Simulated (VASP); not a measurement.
# CoSi (P2_13) in VASP: a series of runs

CoSi is run at these levels: PBEsol; tasks: single point.

Program: VASP 6.6.1. These are calculated values, not measurements. Logs are shortened: lines on timing, memory, paths and dates and some standing lists are left out, and cuts for length are marked.

## (1) The cell of the first run

Symmetry: P2_13, No. 198, cubic system. Conventional cell: a = 4.386 Å, b = 4.386 Å, c = 4.386 Å, α = 90.00°, β = 90.00°, γ = 90.00°. Within 3.1 Å of Co (site symmetry 3) lie 7 Si at 2.34 to 2.36 Å and 6 Co at 2.71 Å. Si (site symmetry 3) has 7 Co at 2.34 to 2.36 Å and 6 Si at 2.71 Å within 3.1 Å.

## (2) Single point, PBEsol (atoms displaced along a vibrational mode)

INCAR reads:

```
SYSTEM = CoSi
  PREC = Accurate
  ENCUT = 520
  EDIFF = 1E-6
  ISMEAR = 0
  SIGMA = 0.15
  LREAL = .FALSE.
  LASPH = .TRUE.
  NELM = 80
  ALGO = Normal
  ISIF = 2
  LWAVE = .FALSE.
  LCHARG = .FALSE.
  GGA = PS
  NBANDS = 36
```

KPOINTS reads:

```
regular mesh
0
G
  10 10 10
  0 0 0
```

POSCAR reads:

```
CoSi
1.0
    4.3858255181      0.0000000000      0.0000000000
    0.0000000000      4.3858255181      0.0000000000
    0.0000000000      0.0000000000      4.3858255181
Co Si
4 4
Direct
    0.1535430791      0.1535430791      0.1535430791
    0.3464569209      0.8464569209      0.6535430791
    0.6535430791      0.3464569209      0.8464569209
    0.8464569209      0.6535430791      0.3464569209
    0.8439158986      0.8439158986      0.8439158986
    0.6560841014      0.1560841014      0.3439158986
    0.3439158986      0.6560841014      0.1560841014
    0.1560841014      0.3439158986      0.6560841014
```

Potentials or basis: VASP PAW PBE potentials, release 64 (Co, Si).

Started as:

```
> cat potpaw_PBE.64/Co/POTCAR potpaw_PBE.64/Si/POTCAR > POTCAR
> mpirun -np 1 vasp_std > vasp.out
```

OUTCAR:

```text
SYSTEM = CoSi
   PREC = Accurate
   ENCUT = 520
   EDIFF = 1E-6
   ISMEAR = 0
   LREAL = .FALSE.
   LASPH = .TRUE.
   NELM = 80
   ISIF = 2
   GGA = PS

 ion  position               nearest neighbor table
   1  0.154  0.154  0.154-   6 2.34   7 2.34   8 2.34   5 2.35   7 2.36   8 2.36   6 2.36   3 2.71
                             4 2.71   2 2.71   2 2.71   4 2.71   3 2.71
   2  0.346  0.846  0.654-   5 2.34   7 2.34   8 2.34   6 2.35   7 2.36   8 2.36   5 2.36   1 2.71
                             1 2.71   3 2.71   3 2.71   4 2.71   4 2.71
   3  0.654  0.346  0.846-   5 2.34   6 2.34   8 2.34   7 2.35   8 2.36   6 2.36   5 2.36   1 2.71
                             4 2.71   2 2.71   2 2.71   4 2.71   1 2.71
   4  0.846  0.654  0.346-   5 2.34   6 2.34   7 2.34   8 2.35   6 2.36   5 2.36   7 2.36   1 2.71
                             3 2.71   2 2.71   1 2.71   2 2.71   3 2.71
   5  0.844  0.844  0.844-   2 2.34   3 2.34   4 2.34   1 2.35   3 2.36   4 2.36   2 2.36   6 2.71
                             7 2.71   8 2.71   6 2.71   8 2.71   7 2.71
   6  0.656  0.156  0.344-   1 2.34   3 2.34   4 2.34   2 2.35   3 2.36   4 2.36   1 2.36   8 2.71
                             5 2.71   5 2.71   7 2.71   7 2.71   8 2.71
   7  0.344  0.656  0.156-   1 2.34   2 2.34   4 2.34   3 2.35   4 2.36   2 2.36   1 2.36   8 2.71
                             5 2.71   8 2.71   6 2.71   6 2.71   5 2.71
   8  0.156  0.344  0.656-   1 2.34   2 2.34   3 2.34   4 2.35   2 2.36   1 2.36   3 2.36   7 2.71
                             5 2.71   7 2.71   5 2.71   6 2.71   6 2.71

  LATTYP: Found a simple cubic cell.
 ALAT       =     4.3858255181

  Lattice vectors:

 A1 = (   4.3858255181,   0.0000000000,   0.0000000000)
 A2 = (   0.0000000000,   4.3858255181,   0.0000000000)
 A3 = (   0.0000000000,   0.0000000000,   4.3858255181)

Analysis of symmetry for initial positions (statically):
=====================================================================
 Subroutine PRICEL returns:
 Original cell was already a primitive cell.

 Routine SETGRP: Setting up the symmetry group for a
 simple cubic supercell.

 Subroutine GETGRP returns: Found 12 space group operations
 (whereof  3 operations were pure point group operations)
 out of a pool of 48 trial point group operations.

The static configuration has the point symmetry C_3 .
 The point group associated with its full space group is T   .

Analysis of symmetry for dynamics (positions and initial velocities):
=====================================================================
 Subroutine PRICEL returns:
 Original cell was already a primitive cell.

 Routine SETGRP: Setting up the symmetry group for a
 simple cubic supercell.

 Subroutine GETGRP returns: Found 12 space group operations
 (whereof  3 operations were pure point group operations)
 out of a pool of 48 trial point group operations.

The dynamic configuration has the point symmetry C_3 .
 The point group associated with its full space group is T   .

 Subroutine INISYM returns: Found 12 space group operations
 (whereof  3 operations are pure point group operations),
 and found     1 'primitive' translations

----------------------------------------------------------------------------------------

                                     Primitive cell

  volume of cell :      84.3634

  direct lattice vectors                    reciprocal lattice vectors
     4.385825518  0.000000000  0.000000000     0.228007246  0.000000000  0.000000000
     0.000000000  4.385825518  0.000000000     0.000000000  0.228007246  0.000000000
     0.000000000  0.000000000  4.385825518     0.000000000  0.000000000  0.228007246

  length of vectors
     4.385825518  4.385825518  4.385825518     0.228007246  0.228007246  0.228007246

  position of ions in fractional coordinates (direct lattice)
     0.153543079  0.153543079  0.153543079
     0.346456921  0.846456921  0.653543079
     0.653543079  0.346456921  0.846456921
     0.846456921  0.653543079  0.346456921
     0.843915899  0.843915899  0.843915899
     0.656084101  0.156084101  0.343915899
     0.343915899  0.656084101  0.156084101
     0.156084101  0.343915899  0.656084101

  ion indices of the primitive-cell ions
   primitive index   ion index
                 1           1
                 2           2
                 3           3
                 4           4
                 5           5
                 6           6
                 7           7
                 8           8

----------------------------------------------------------------------------------------

 KPOINTS: regular mesh

Automatic generation of k-mesh.
 Grid dimensions read from file:
 generate k-points for:   10   10   10

 Generating k-lattice:

  Cartesian coordinates                     Fractional coordinates (reciprocal lattice)
     0.022800725  0.000000000  0.000000000     0.100000000  0.000000000  0.000000000
     0.000000000  0.022800725  0.000000000     0.000000000  0.100000000  0.000000000
     0.000000000  0.000000000  0.022800725     0.000000000  0.000000000  0.100000000

  Length of vectors
     0.022800725  0.022800725  0.022800725

  Shift w.r.t. Gamma in fractional coordinates (k-lattice)
     0.000000000  0.000000000  0.000000000

 Subroutine IBZKPT returns following result:
 ===========================================

 Found     76 irreducible k-points:

 Following reciprocal coordinates:
            Coordinates               Weight
  0.000000  0.000000  0.000000      1.000000
  0.100000  0.000000  0.000000      6.000000
  0.200000  0.000000  0.000000      6.000000
  0.300000  0.000000  0.000000      6.000000
  0.400000  0.000000  0.000000      6.000000
  0.500000  0.000000  0.000000      3.000000
[... 16 lines left out ...]
  0.300000  0.300000  0.000000     12.000000
  0.400000  0.300000  0.000000     12.000000
 [... further k-points ...]
   k-points           NKPTS =     76   k-points in BZ     NKDIM =     76   number of bands    NBANDS=     36
   number of dos      NEDOS =    301   number of ions     NIONS =      8
   total plane-waves  NPLWV =  46656
   dimension x,y,z NGX =    36 NGY =   36 NGZ =   36
   dimension x,y,z NGXF=    72 NGYF=   72 NGZF=   72
   ions per type =               4   4
   NGX,Y,Z   is equivalent  to a cutoff of  13.65, 13.65, 13.65 a.u.
   NGXF,Y,Z  is equivalent  to a cutoff of  27.29, 27.29, 27.29 a.u.
 SYSTEM =  CoSi
   PREC   = accura    normal or accurate (medium, high low for compatibility)
   ISTART =      0    job   : 0-new  1-cont  2-samecut
   ICHARG =      2    charge: 1-file 2-atom 10-const
   ISPIN  =      1    spin polarized calculation?
   LNONCOLLINEAR =      F non collinear calculations
   LSORBIT =      F    spin-orbit coupling
   LASPH  =      T    aspherical Exc in radial PAW
   ENCUT  =  520.0 eV  38.22 Ry    6.18 a.u.   8.15  8.15  8.15*2*pi/ulx,y,z
   NELM   =     80;   NELMIN=  2; NELMDL= -5     # of ELM steps
   EDIFF  = 0.1E-05   stopping-criterion for ELM
   LREAL  =      F    real-space projection
   EDIFFG = 0.1E-04   stopping-criterion for IOM
   NSW    =      0    number of steps for IOM
   IBRION =     -1    ionic relax: 0-MD 1-quasi-New 2-CG
   NFREE  =      0    steps in history (QN), initial steepest desc. (CG)
   ISIF   =      2    stress and relaxation
   ISYM   =      2    0-nonsym 1-usesym 2-fastsym
   POTIM  = 0.5000    time-step for ionic-motion
   TEBEG  =    0.0;   TEEND  =   0.0 temperature during run
   PSTRESS=    0.0 pullay stress
   NELECT =      52.0000    total number of electrons
   NUPDOWN=      -1.0000    fix difference up-down
   EMIN   =  10.00;   EMAX   =-10.00  energy-range for DOS
   EFERMI =   0.00;   METHOD = LEGACY
   ISMEAR =     0;   SIGMA  =   0.15  broadening in eV -4-tet -1-fermi 0-gaus
   EFERMI_NEDOS =   21; number of points for ismear=-14 and -15
   IALGO  =     38    algorithm
   IMIX   =      4    mixing-type and parameters
     AMIX     =   0.40;   BMIX     =  1.00
     AMIX_MAG =   1.60;   BMIX_MAG =  1.00
  volume/ion in A,a.u.               =      10.55        71.16
  Fermi-wavevector in a.u.,A,eV,Ry     =   1.393236  2.632834 26.410347  1.941106
  Thomas-Fermi vector in A             =   2.516901
   LORBIT       =      0    0 simple, 1 ext, 2 COOP (PROOUT), +10 PAW based schemes
   GGA     = PS    functional components
   LHFCALC =     F    Hartree Fock is set to
   AEXX    =    0.0000 exact exchange contribution
   IVDW    =     0    specifies the selected vdW correction
   LEPSILON=     F    determine dielectric tensor
   LRPA    =     F    only Hartree local field effects (RPA)
 non-spin polarized calculation
 Gauss-broadening in eV      SIGMA  =   0.15
  energy-cutoff  :      520.00
  volume of cell :       84.36
 maximum number of plane-waves:      2301
 NGX is ok and might be reduce to    36
   NGX = 17   NGY = 17   NGZ = 17

 number of electron      52.0000038 magnetization

 Free energy of the ion-electron system (eV)
  ---------------------------------------------------
  ext. energy  EPLUGINS =         0.00000000
  ---------------------------------------------------
  free energy    TOTEN  =       -59.76598440 eV

  energy without entropy =      -59.75056361  energy(sigma->0) =      -59.75827401

 E-fermi :  12.4456     XC(G=0): -13.1309

 val. band max:       12.4148534633   @ k =   0.0000   0.0000   0.0000
 cond. band min:      12.4654631043   @ k =   0.5000   0.4000   0.4000
 fundamental gap:      0.0506096410
 Fermi energy:        12.4456092076

 k-point     1 :       0.0000    0.0000    0.0000
  band No.  band energies     occupation
      1      -1.4582      2.00000
      2       4.1425      2.00000
      3       4.1425      2.00000
      4       4.1425      2.00000
      5       6.8061      2.00000
      6       6.8061      2.00000
[... 28 lines left out ...]
     35      16.1754      0.00000
     36      17.1995      0.00000
[... 866 lines left out ...]
      6       6.8248      2.00000
[... 28 lines left out ...]
     35      17.1452      0.00000
     36      18.5920      0.00000

 [... further k-points ...]

------------------------ aborting loop because EDIFF is reached ----------------------------------------

  FORCE on cell =-STRESS in cart. coord.  units (eV):
  Direction    XX          YY          ZZ          XY          YZ          ZX
  --------------------------------------------------------------------------------------
  -------------------------------------------------------------------------------------
  Total       -0.1191336     -0.1191336     -0.1191336      0.0000000      0.0000000      0.0000000
  in kB       -2.2625110     -2.2625110     -2.2625110      0.0000000      0.0000000      0.0000000
  external PRESSURE =      -2.2625110 kB  Pullay stress =       0.0000000 kB

 VOLUME and BASIS-vectors are now :
 -----------------------------------------------------------------------------
  energy-cutoff  :      520.00
  volume of cell :       84.36
      direct lattice vectors                 reciprocal lattice vectors
     4.385825518  0.000000000  0.000000000     0.228007246  0.000000000  0.000000000
     0.000000000  4.385825518  0.000000000     0.000000000  0.228007246  0.000000000
     0.000000000  0.000000000  4.385825518     0.000000000  0.000000000  0.228007246

 POSITION                                       TOTAL-FORCE (eV/Angst)
 -----------------------------------------------------------------------------------
      0.67341      0.67341      0.67341        -0.324971     -0.324971     -0.324971
      1.51950      3.71241      2.86633         0.324971      0.324971     -0.324971
      2.86633      1.51950      3.71241        -0.324971      0.324971      0.324971
      3.71241      2.86633      1.51950         0.324971     -0.324971      0.324971
      3.70127      3.70127      3.70127        -0.034169     -0.034169     -0.034169
      2.87747      0.68456      1.50836         0.034169      0.034169     -0.034169
      1.50836      2.87747      0.68456        -0.034169      0.034169      0.034169
      0.68456      1.50836      2.87747         0.034169     -0.034169      0.034169
 -----------------------------------------------------------------------------------
    total drift:                                0.000000      0.000000      0.000000

  FREE ENERGIE OF THE ION-ELECTRON SYSTEM (eV)
  ---------------------------------------------------
  free  energy   TOTEN  =       -59.7659844040 eV

  energy  without entropy=      -59.7505636082  energy(sigma->0) =      -59.75827401
```

Wall time 2.2 min (1 thread of AMD EPYC 9R45 (Zen 5), shared host); peak memory 0.29 GiB.

Results:

* Free energy: -59.7660 eV
* Pressure: -0.2 GPa
* Largest force: 0.563 eV/Å
* Band gap on the k mesh: zero (bands 26 and 27 overlap by 0.24 eV)

Forces on the atoms (eV/Å):
```
Co  -0.325 -0.325 -0.325
Co   0.325  0.325 -0.325
Co  -0.325  0.325  0.325
Co   0.325 -0.325  0.325
Si  -0.034 -0.034 -0.034
Si   0.034  0.034 -0.034
Si  -0.034  0.034  0.034
Si   0.034 -0.034  0.034
```

Caveat: the cell differs from its parent crystal (atoms displaced along a vibrational mode); the PAW data sets were made with another functional, which shifts forces and pressure a little; the run has no spin polarisation, though such a crystal can be magnetic. Spin polarisation is off, so any magnetic state and its effect on volume and gap are missing.

## (3) Single point, PBEsol (atoms displaced along a vibrational mode)

INCAR reads:

```
ALGO = Normal ; EDIFF = 1E-6
ENCUT = 520 ; GGA = PS
ISIF = 2 ; ISMEAR = 0
LASPH = True ; LCHARG = True
LELF = True ; LREAL = False
LVHAR = True ; LWAVE = False
NBANDS = 36 ; NELM = 60
PREC = Accurate ; SIGMA = 0.15
```

KPOINTS reads:

```
k-points
0
Gamma
  10 10 10
```

POSCAR reads:

```
CoSi
1.0
    4.3858255181      0.0000000000      0.0000000000
    0.0000000000      4.3858255181      0.0000000000
    0.0000000000      0.0000000000      4.3858255181
Co Si
4 4
Direct
    0.1416954750      0.1416954750      0.1416954750
    0.3583045250      0.8583045250      0.6416954750
    0.6416954750      0.3583045250      0.8583045250
    0.8583045250      0.6416954750      0.3583045250
    0.8430353257      0.8430353257      0.8430353257
    0.6569646743      0.1569646743      0.3430353257
    0.3430353257      0.6569646743      0.1569646743
    0.1569646743      0.3430353257      0.6569646743
```

Potentials or basis: VASP PAW PBE potentials, release 64 (Co, Si).

Started as:

```
> cat potpaw_PBE.64/Co/POTCAR potpaw_PBE.64/Si/POTCAR > POTCAR
> mpirun -np 1 vasp_std > vasp.out
```

It took 2.7 min on 1 thread of AMD EPYC 9R45 (Zen 5), shared host; peak memory 0.29 GiB.

Results (log left out):

| Quantity | Value |
| --- | --- |
| Free energy | -59.8149 eV |
| Pressure | 0.9 GPa |
| Largest force | 0.268 eV/Å |
| Band gap on the k mesh | zero (bands 26 and 27 overlap by 0.22 eV) |

Forces on the atoms (eV/Å):
```
Co   0.155  0.155  0.155
Co  -0.155 -0.155  0.155
Co   0.155 -0.155 -0.155
Co  -0.155  0.155 -0.155
Si  -0.002 -0.002 -0.002
Si   0.002  0.002 -0.002
Si  -0.002  0.002  0.002
Si   0.002 -0.002  0.002
```

Levels at points of the mesh, in eV from the Fermi level:
```csv
k point,band 23,band 24,band 25,band 26,band 27,band 28,band 29,band 30
"(0.00, 0.00, 0.00)",-0.85,-0.85,-0.05,-0.05,-0.05,2.60,2.60,2.60
"(0.50, 0.00, 0.00)",-0.74,-0.74,-0.54,-0.54,1.00,1.00,1.54,1.54
"(0.50, 0.50, 0.00)",-1.10,-1.10,-0.08,-0.08,0.57,0.57,2.09,2.09
"(0.50, 0.50, 0.50)",-1.33,-1.33,-0.27,-0.27,-0.27,-0.27,5.55,5.55
```

Caveat: the cell differs from its parent crystal (atoms displaced along a vibrational mode); the PAW data sets were made with another functional, which shifts forces and pressure a little; the run has no spin polarisation, though such a crystal can be magnetic.

[end of part 1 of 2]

The gap in the log of VASP goes by the Fermi energy; the results here count the filled bands.